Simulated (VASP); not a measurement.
# Al3GaN4 (Pm) in VASP: a series of runs

The runs below take Al3GaN4 through single point, with r2SCAN.

Program: VASP 6.6.1. These are calculated values, not measurements. Logs are shortened: lines on timing, memory, paths and dates and some standing lists are left out, and cuts for length are marked.

### Step 1. The cell of the first run

The structure is monoclinic, space group Pm (No. 6). Conventional cell: a = 5.038 Å, b = 3.125 Å, c = 10.868 Å, α = 90.00°, β = 95.35°, γ = 90.00°. Within 2.5 Å of Al (site symmetry m) lie 4 N at 1.88 to 1.90 Å. Within 2.5 Å of Al (site symmetry m) lie 4 N at 1.88 to 1.90 Å. Al (site symmetry m) has 4 N at 1.89 to 2.39 Å and 2 Ga at 2.36 Å within 2.5 Å. Al (site symmetry m) has 4 N at 1.89 to 1.90 Å within 2.5 Å. Al (site symmetry m) has 4 N at 1.89 to 1.90 Å within 2.5 Å. Within 2.5 Å of Al (site symmetry m) lie 4 N at 1.89 to 1.90 Å. Ga (site symmetry m) has 4 N at 1.86 to 1.96 Å and 2 Al at 2.36 Å within 2.5 Å. Ga (site symmetry m) has 4 N at 1.93 to 1.96 Å within 2.6 Å.

### Step 2. Single point, r2SCAN

POSCAR reads:

```
Al3GaN4
1.0
   -5.0380822009      0.0000000000     -0.0000609628
    0.0000000000     -3.1249488261      0.0000000000
   -1.0141979249      0.0000000000     10.8207737685
Al Ga N
6 2 8
Direct
    0.3581228306      0.5000000000      0.7082775373
    0.4581228306      0.5000000000      0.2082775373
    0.9909114356      0.5000000000      0.0421009685
    0.8909114356      0.5000000000      0.5421009685
    0.8409012278      1.0000000000      0.7904722320
    0.9409012278      1.0000000000      0.2904722320
    0.3089548662      1.0000000000      0.9577522322
    0.4089548662      1.0000000000      0.4577522322
    0.6977313201      1.0000000000      0.9578085062
    0.7977313201      1.0000000000      0.4578085062
    0.7356811812      0.5000000000      0.7082161458
    0.8356811812      0.5000000000      0.2082161458
    0.3655883001      0.5000000000      0.0449905032
    0.2655883001      0.5000000000      0.5449905032
    0.2190697383      1.0000000000      0.7875823748
    0.3190697383      1.0000000000      0.2875823748
```

INCAR.step1 reads:

```
PREC = Accurate ; ENCUT = 520
ISMEAR = 0 ; SIGMA = 0.05
LREAL = Auto ; LASPH = T
NELM = 80 ; NBANDS = 56
GGA = PE ; ALGO = Normal
EDIFF = 1E-4 ; LWAVE = T
LCHARG = F
```

INCAR.step2 reads:

```
PREC = Accurate ; ENCUT = 520
EDIFF = 1E-6 ; ISMEAR = 0
SIGMA = 0.05 ; LREAL = Auto
LASPH = T ; NELM = 80
ALGO = Normal ; ISIF = 2
LWAVE = F ; LCHARG = F
METAGGA = R2SCAN ; LMIXTAU = T
NBANDS = 56 ; ISTART = 1
```

KPOINTS reads:

```
Automatic mesh
0
Gamma
  5 7 2
```

Potentials or basis: VASP PAW PBE potentials, release 64 (Al, Ga_d, N).

Command:

```sh
cat potpaw_PBE.64/Al/POTCAR potpaw_PBE.64/Ga_d/POTCAR potpaw_PBE.64/N/POTCAR > POTCAR
cp INCAR.step1 INCAR
mpirun -np 1 vasp_std > vasp.out
cp INCAR.step2 INCAR
mpirun -np 1 vasp_std > vasp.out
```

OUTCAR:

```text
PREC = Accurate
   ENCUT = 520
   EDIFF = 1E-6
   ISMEAR = 0
   LREAL = Auto
   LASPH = T
   NELM = 80
   ISIF = 2
   METAGGA = R2SCAN
   ISTART = 1

 ion  position               nearest neighbor table
   1  0.358  0.500  0.708-  14 1.88  15 1.89  15 1.89  11 1.90   5 3.09   5 3.09   4 3.09   5 3.10
                             5 3.10   4 3.10   7 3.12   7 3.12   8 3.13   8 3.13
   2  0.458  0.500  0.208-  13 1.88  16 1.89  16 1.89  12 1.90   6 3.09   6 3.09   3 3.09   6 3.10
                             6 3.10   3 3.10   8 3.12   8 3.12
   3  0.991  0.500  0.042-  13 1.89  12 1.90   7 2.36   7 2.36   9 2.39   9 2.39   2 3.09   2 3.10
                             6 3.11   6 3.11   5 3.30   5 3.30
   4  0.891  0.500  0.542-  14 1.89  10 1.89  10 1.89  11 1.90   1 3.09   8 3.10   8 3.10   1 3.10
                             8 3.11   8 3.11   5 3.11   5 3.11   6 3.14   6 3.14
   5  0.841  0.000  0.790-   9 1.89  11 1.90  11 1.90  15 1.90   1 3.09   1 3.09   7 3.09   1 3.10
                             1 3.10   4 3.11   4 3.11   7 3.11   3 3.30   3 3.30
   6  0.941  0.000  0.290-  10 1.89  12 1.90  12 1.90  16 1.90   2 3.09   2 3.09   8 3.09   2 3.10
                             2 3.10   3 3.11   3 3.11   8 3.11   4 3.14   4 3.14
   7  0.309  0.000  0.958-  13 1.86  13 1.86  15 1.94   9 1.96   3 2.36   3 2.36   5 3.09   5 3.11
                             1 3.12   1 3.12
   8  0.409  0.000  0.458-  14 1.93  14 1.93  16 1.94  10 1.96   6 3.09   4 3.10   4 3.10   4 3.11
                             4 3.11   6 3.11   2 3.12   2 3.12   1 3.13   1 3.13
   9  0.698  0.000  0.958-   5 1.89   7 1.96   3 2.39   3 2.39
  10  0.798  0.000  0.458-   4 1.89   4 1.89   6 1.89   8 1.96
  11  0.736  0.500  0.708-   4 1.90   5 1.90   5 1.90   1 1.90
  12  0.836  0.500  0.208-   3 1.90   6 1.90   6 1.90   2 1.90
  13  0.366  0.500  0.045-   7 1.86   7 1.86   2 1.88   3 1.89
  14  0.266  0.500  0.545-   1 1.88   4 1.89   8 1.93   8 1.93
  15  0.219  0.000  0.788-   1 1.89   1 1.89   5 1.90   7 1.94
  16  0.319  0.000  0.288-   2 1.89   2 1.89   6 1.90   8 1.94

  LATTYP: Found a simple monoclinic cell.
 ALAT       =     5.0380822013
 B/A-ratio  =     0.6202655497
 C/A-ratio  =     2.1572094774
 COS(beta)  =    -0.0933058936

  Lattice vectors:

 A1 = (  -5.0380822009,   0.0000000000,  -0.0000609628)
 A2 = (   0.0000000000,   3.1249488261,   0.0000000000)
 A3 = (   1.0141979249,   0.0000000000, -10.8207737685)

Analysis of symmetry for initial positions (statically):
=====================================================================
 Subroutine PRICEL returns:
 Original cell was already a primitive cell.

 Routine SETGRP: Setting up the symmetry group for a
 simple monoclinic supercell.

 Subroutine GETGRP returns: Found  2 space group operations
 (whereof  2 operations were pure point group operations)
 out of a pool of  4 trial point group operations.

The static configuration has the point symmetry C_1h.

Analysis of symmetry for dynamics (positions and initial velocities):
=====================================================================
 Subroutine PRICEL returns:
 Original cell was already a primitive cell.

 Routine SETGRP: Setting up the symmetry group for a
 simple monoclinic supercell.

 Subroutine GETGRP returns: Found  2 space group operations
 (whereof  2 operations were pure point group operations)
 out of a pool of  4 trial point group operations.

The dynamic configuration has the point symmetry C_1h.

 Subroutine INISYM returns: Found  2 space group operations
 (whereof  2 operations are pure point group operations),
 and found     1 'primitive' translations

----------------------------------------------------------------------------------------

                                     Primitive cell

  volume of cell :     170.3597

  direct lattice vectors                    reciprocal lattice vectors
    -5.038082201  0.000000000 -0.000060963    -0.198488001  0.000000000 -0.018603671
     0.000000000 -3.124948826  0.000000000     0.000000000 -0.320005240  0.000000000
    -1.014197925  0.000000000 10.820773769    -0.000001118  0.000000000  0.092414728

  length of vectors
     5.038082201  3.124948826 10.868198672     0.199357927  0.320005240  0.092414728

  position of ions in fractional coordinates (direct lattice)
     0.358122831  0.500000000  0.708277537
     0.458122831  0.500000000  0.208277537
     0.990911436  0.500000000  0.042100969
     0.890911436  0.500000000  0.542100969
     0.840901228  0.000000000  0.790472232
     0.940901228  0.000000000  0.290472232
[... 8 lines left out ...]
     0.219069738  0.000000000  0.787582375
     0.319069738  0.000000000  0.287582375

  ion indices of the primitive-cell ions
   primitive index   ion index
                 1           1
                 2           2
                 3           3
                 4           4
                 5           5
                 6           6
[... 8 lines left out ...]
                15          15
                16          16

----------------------------------------------------------------------------------------

 KPOINTS: Automatic mesh

Automatic generation of k-mesh.
 Grid dimensions read from file:
 generate k-points for:    5    7    2

 Generating k-lattice:

  Cartesian coordinates                     Fractional coordinates (reciprocal lattice)
    -0.039697600  0.000000000 -0.003720734     0.200000000  0.000000000  0.000000000
     0.000000000 -0.045715034  0.000000000     0.000000000  0.142857143  0.000000000
    -0.000000559  0.000000000  0.046207364     0.000000000  0.000000000  0.500000000

  Length of vectors
     0.039871585  0.045715034  0.046207364

  Shift w.r.t. Gamma in fractional coordinates (k-lattice)
     0.000000000  0.000000000  0.000000000

 Subroutine IBZKPT returns following result:
 ===========================================

 Found     24 irreducible k-points:

 Following reciprocal coordinates:
            Coordinates               Weight
  0.000000  0.000000  0.000000      1.000000
  0.200000  0.000000 -0.000000      2.000000
  0.400000  0.000000 -0.000000      2.000000
  0.000000  0.142857  0.000000      2.000000
  0.200000  0.142857 -0.000000      4.000000
  0.400000  0.142857 -0.000000      4.000000
[... 16 lines left out ...]
  0.200000  0.428571  0.500000      4.000000
  0.400000  0.428571  0.500000      4.000000
   k-points           NKPTS =     24   k-points in BZ     NKDIM =     24   number of bands    NBANDS=     56
   number of dos      NEDOS =    301   number of ions     NIONS =     16
   total plane-waves  NPLWV =  80640
   dimension x,y,z NGX =    40 NGY =   24 NGZ =   84
   dimension x,y,z NGXF=    80 NGYF=   48 NGZF=  168
   ions per type =               6   2   8
   NGX,Y,Z   is equivalent  to a cutoff of  13.20, 12.77, 12.85 a.u.
   NGXF,Y,Z  is equivalent  to a cutoff of  26.40, 25.54, 25.70 a.u.
 SYSTEM =  unknown system
   PREC   = accura    normal or accurate (medium, high low for compatibility)
   ISTART =      1    job   : 0-new  1-cont  2-samecut
   ICHARG =      0    charge: 1-file 2-atom 10-const
   ISPIN  =      1    spin polarized calculation?
   LNONCOLLINEAR =      F non collinear calculations
   LSORBIT =      F    spin-orbit coupling
   LASPH  =      T    aspherical Exc in radial PAW
   ENCUT  =  520.0 eV  38.22 Ry    6.18 a.u.   9.37  5.81 20.21*2*pi/ulx,y,z
   NELM   =     80;   NELMIN=  2; NELMDL=  0     # of ELM steps
   EDIFF  = 0.1E-05   stopping-criterion for ELM
   LREAL  =      T    real-space projection
   EDIFFG = 0.1E-04   stopping-criterion for IOM
   NSW    =      0    number of steps for IOM
[... 5 lines left out ...]
   TEBEG  =    0.0;   TEEND  =   0.0 temperature during run
   PSTRESS=    0.0 pullay stress
   NELECT =      84.0000    total number of electrons
   NUPDOWN=      -1.0000    fix difference up-down
   EMIN   =  10.00;   EMAX   =-10.00  energy-range for DOS
   EFERMI =   0.00;   METHOD = LEGACY
   ISMEAR =     0;   SIGMA  =   0.05  broadening in eV -4-tet -1-fermi 0-gaus
   EFERMI_NEDOS =   21; number of points for ismear=-14 and -15
   IALGO  =     38    algorithm
   IMIX   =      4    mixing-type and parameters
     AMIX     =   0.40;   BMIX     =  1.00
     AMIX_MAG =   1.60;   BMIX_MAG =  1.00
  volume/ion in A,a.u.               =      10.65        71.85
  Fermi-wavevector in a.u.,A,eV,Ry     =   1.293339  2.444056 22.758805  1.672725
  Thomas-Fermi vector in A             =   2.424990
   LORBIT       =      0    0 simple, 1 ext, 2 COOP (PROOUT), +10 PAW based schemes
   METAGGA = R2SCAN    functional components
   LHFCALC =     F    Hartree Fock is set to
   AEXX    =    0.0000 exact exchange contribution
   IVDW    =     0    specifies the selected vdW correction
   LEPSILON=     F    determine dielectric tensor
   LRPA    =     F    only Hartree local field effects (RPA)
 non-spin polarized calculation
 Gauss-broadening in eV      SIGMA  =   0.05
  energy-cutoff  :      520.00
  volume of cell :      170.36
 maximum number of plane-waves:      4616
 NGX is ok and might be reduce to    40
   NGX = 19   NGY = 11   NGZ = 41

 number of electron      83.9999984 magnetization

 Free energy of the ion-electron system (eV)
  ---------------------------------------------------
  ext. energy  EPLUGINS =         0.00000000
  ---------------------------------------------------
  free energy    TOTEN  =      -152.51084664 eV

  energy without entropy =     -152.51084664  energy(sigma->0) =     -152.51084664

 E-fermi :   8.0041     XC(G=0): -11.7960

 val. band max:        7.8056920417   @ k =   0.0000   0.0000   0.5000
 cond. band min:       8.1995524198   @ k =   0.0000   0.0000   0.0000
 fundamental gap:      0.3938603782
 Fermi energy:         8.0041040823

 k-point     1 :       0.0000    0.0000    0.0000
  band No.  band energies     occupation
      1     -11.0745      2.00000
      2     -10.2923      2.00000
      3      -9.8654      2.00000
      4      -9.3615      2.00000
      5      -8.9845      2.00000
      6      -8.7019      2.00000
[... 46 lines left out ...]
     53      14.6207      0.00000
     54      15.2640      0.00000
[... 1309 lines left out ...]
     53      14.5853      0.00000
     54      15.2515      0.00000
 [bands above 54 left out]

------------------------ aborting loop because EDIFF is reached ----------------------------------------

  FORCE on cell =-STRESS in cart. coord.  units (eV):
  Direction    XX          YY          ZZ          XY          YZ          ZX
  --------------------------------------------------------------------------------------
  -------------------------------------------------------------------------------------
  Total        0.1889847     11.0273647      1.2507185      0.0000000      0.0000000      9.1751925
  in kB        1.7773387    103.7087383     11.7625965      0.0000000      0.0000000     86.2896684
  external PRESSURE =      39.0828912 kB  Pullay stress =       0.0000000 kB

 VOLUME and BASIS-vectors are now :
 -----------------------------------------------------------------------------
  energy-cutoff  :      520.00
  volume of cell :      170.36
      direct lattice vectors                 reciprocal lattice vectors
    -5.038082201  0.000000000 -0.000060963    -0.198488001  0.000000000 -0.018603671
     0.000000000 -3.124948826  0.000000000     0.000000000 -0.320005240  0.000000000
    -1.014197925  0.000000000 10.820773769    -0.000001118  0.000000000  0.092414728

 POSITION                                       TOTAL-FORCE (eV/Angst)
 -----------------------------------------------------------------------------------
     -2.52259     -1.56247      7.66409        -0.481717      0.000000     -0.110074
     -2.51930     -1.56247      2.25370        -0.439363      0.000000     -0.017554
     -5.03499     -1.56247      0.45550         6.918246      0.000000      1.436609
     -5.03828     -1.56247      5.86590         0.151218      0.000000      0.156768
     -5.03822      0.00000      8.55347         0.474365      0.000000      1.061144
     -5.03493      0.00000      3.14308         0.082165      0.000000      0.012591
[... 8 lines left out ...]
     -1.90246      0.00000      8.52224        -0.282493      0.000000      0.071402
     -1.89917      0.00000      3.11184         0.003826      0.000000     -0.256540
 -----------------------------------------------------------------------------------
    total drift:                                0.013243      0.000000     -0.020214

  FREE ENERGIE OF THE ION-ELECTRON SYSTEM (eV)
  ---------------------------------------------------
  free  energy   TOTEN  =      -152.5108466364 eV

  energy  without entropy=     -152.5108466362  energy(sigma->0) =     -152.51084664
```

Run time: 9.2 min. Hardware: 1 thread of Intel Xeon 6975P-C (Granite Rapids), shared host; peak memory 0.39 GiB.

Results:

```
Free energy            : -152.5108 eV
Pressure               : 3.9 GPa
Largest force          : 7.066 eV/Å
Band gap on the k mesh : 0.39 eV
```

Forces on the atoms (eV/Å):
```
Al  -0.482  0.000 -0.110
Al  -0.439  0.000 -0.018
Al   6.918  0.000  1.437
Al   0.151  0.000  0.157
Al   0.474  0.000  1.061
Al   0.082  0.000  0.013
Ga  -4.088  0.000 -2.481
Ga  -0.108  0.000  0.036
N   -6.200  0.000 -0.365
N   -0.080  0.000 -0.119
N    0.031  0.000 -0.620
N    0.008  0.000  0.172
N    3.913  0.000  0.908
N    0.097  0.000  0.114
N   -0.282  0.000  0.071
N    0.004  0.000 -0.257
```

Caveat: the cell stands under pressure; the PAW data sets were made with another functional, which shifts forces and pressure a little; an odd mesh through Γ misses points on the zone boundary, where band edges can lie.

[end of part 1 of 2]
